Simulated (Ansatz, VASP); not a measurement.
**AlGa3N4: VASP beside Ansatz**

File POSCAR:

```
AlGa3N4
1.0
    0.0000000000     -3.1634143063      0.0000000000
    0.0036943786      0.0000000000     -5.4769945779
   10.2778404038     -0.6326828613      0.0000343770
Al Ga N
2 6 8
Direct
    0.3308717115      0.3327017646      0.8456414426
    0.4308717115      0.3327017646      0.3456414426
    0.4810128713      0.6649393012      0.0949356435
    0.3810128713      0.6649393012      0.5949356435
   -0.0189951192      0.1685429296      0.0949755958
   -0.1189951192      0.1685429296      0.5949755958
   -0.0690560998      0.8338086149      0.3452804992
   -0.1690560998      0.8338086149      0.8452804992
    0.3189886956      0.6593989656      0.9050565220
    0.4189886956      0.6593989656      0.4050565220
   -0.1808031043      0.1740689627      0.9040155213
   -0.0808031043      0.1740689627      0.4040155213
   -0.0310939550      0.8338062859      0.1554697749
   -0.1310939550      0.8338062859      0.6554697749
    0.4677549989      0.3327321755      0.1612250056
    0.3677549989      0.3327321755      0.6612250056
```

Contents of INCAR.step1:

```
PREC     = Accurate       # precision mode
ENCUT    = 520            # plane-wave cutoff, eV
ISMEAR   = 0              # smearing method
SIGMA    = 0.05           # smearing width, eV
LREAL    = Auto         
LASPH    = T              # aspherical terms in the spheres
NELM     = 60             # most SCF steps
NBANDS   = 76             # bands
GGA      = PE             # functional
ALGO     = Normal         # electronic algorithm
EDIFF    = 1E-4           # SCF threshold, eV
LWAVE    = T              # write WAVECAR
LCHARG   = F              # write CHGCAR
```

The input INCAR.step2:

```
PREC     = Accurate       # precision mode
ENCUT    = 520            # plane-wave cutoff, eV
EDIFF    = 1E-7           # SCF threshold, eV
ISMEAR   = 0              # smearing method
SIGMA    = 0.05           # smearing width, eV
LREAL    = Auto         
LASPH    = T              # aspherical terms in the spheres
NELM     = 60             # most SCF steps
ALGO     = Normal         # electronic algorithm
ISIF     = 2              # what is computed and relaxed
LWAVE    = F              # write WAVECAR
LCHARG   = F              # write CHGCAR
METAGGA  = R2SCAN         # meta-GGA
LMIXTAU  = T            
NBANDS   = 76             # bands
ISTART   = 1
```

The input KPOINTS:

```
Automatic mesh
0
Gamma
  7 4 3
```

Input for Ansatz:

```yaml
crystal:
  lattice:
    - [0.0, -3.1634143063, 0.0]
    - [0.0036943786, 0.0, -5.4769945779]
    - [10.2778404038, -0.6326828613, 3.4377e-05]
  atoms:
    - { symbol: Al, position: [0.3308717115, 0.3327017646, 0.8456414426] }
    - { symbol: Al, position: [0.4308717115, 0.3327017646, 0.3456414426] }
    - { symbol: Ga, position: [0.4810128713, 0.6649393012, 0.0949356435] }
    - { symbol: Ga, position: [0.3810128713, 0.6649393012, 0.5949356435] }
    - { symbol: Ga, position: [-0.0189951192, 0.1685429296, 0.0949755958] }
    - { symbol: Ga, position: [-0.1189951192, 0.1685429296, 0.5949755958] }
    - { symbol: Ga, position: [-0.0690560998, 0.8338086149, 0.3452804992] }
    - { symbol: Ga, position: [-0.1690560998, 0.8338086149, 0.8452804992] }
    - { symbol: "N", position: [0.3189886956, 0.6593989656, 0.905056522] }
    - { symbol: "N", position: [0.4189886956, 0.6593989656, 0.405056522] }
    - { symbol: "N", position: [-0.1808031043, 0.1740689627, 0.9040155213] }
    - { symbol: "N", position: [-0.0808031043, 0.1740689627, 0.4040155213] }
    - { symbol: "N", position: [-0.031093955, 0.8338062859, 0.1554697749] }
    - { symbol: "N", position: [-0.131093955, 0.8338062859, 0.6554697749] }
    - { symbol: "N", position: [0.4677549989, 0.3327321755, 0.1612250056] }
    - { symbol: "N", position: [0.3677549989, 0.3327321755, 0.6612250056] }
basis:
  ecutwfc: 500
kpoints:
  mp_grid: { grid: [7, 4, 3] }
hamiltonian:
  xc: r2scan
scf:
  occupations: { method: gaussian, width: 0.05 }
output:
  forces: true
  stress: true
  eigenvalues: true
```

Alike in both runs: task single point; functional r2SCAN; k mesh 7 × 4 × 3; occupations gaussian, width 0.05 eV; no spin polarisation.

```csv
,VASP,Ansatz
version,VASP 6.6.1,Ansatz 0.2.0
potentials or method,"VASP PAW PBE potentials, release 64 (Al, Ga_d, N), cutoff 520 eV","scalar-relativistic, plane waves, PAW"
valence electrons in the cell,124,124
```

```tsv
	VASP	Ansatz	Ansatz less VASP
gap on the k mesh at the Fermi level (eV)	2.62	2.62	0.000
least direct gap on the mesh (eV)	2.62	2.62	0.000
pressure (GPa)	0.0	-0.7	-0.70
traceless stress, the component that is largest in VASP (GPa)	5.21	5.25	+0.036
rms of the force components (eV/Å)	0.309	0.310	+0.0005
```

VASP's potentials were made for PBE, not for r2SCAN. Atom by atom the forces differ by 0.029 eV/Å (rms over components).
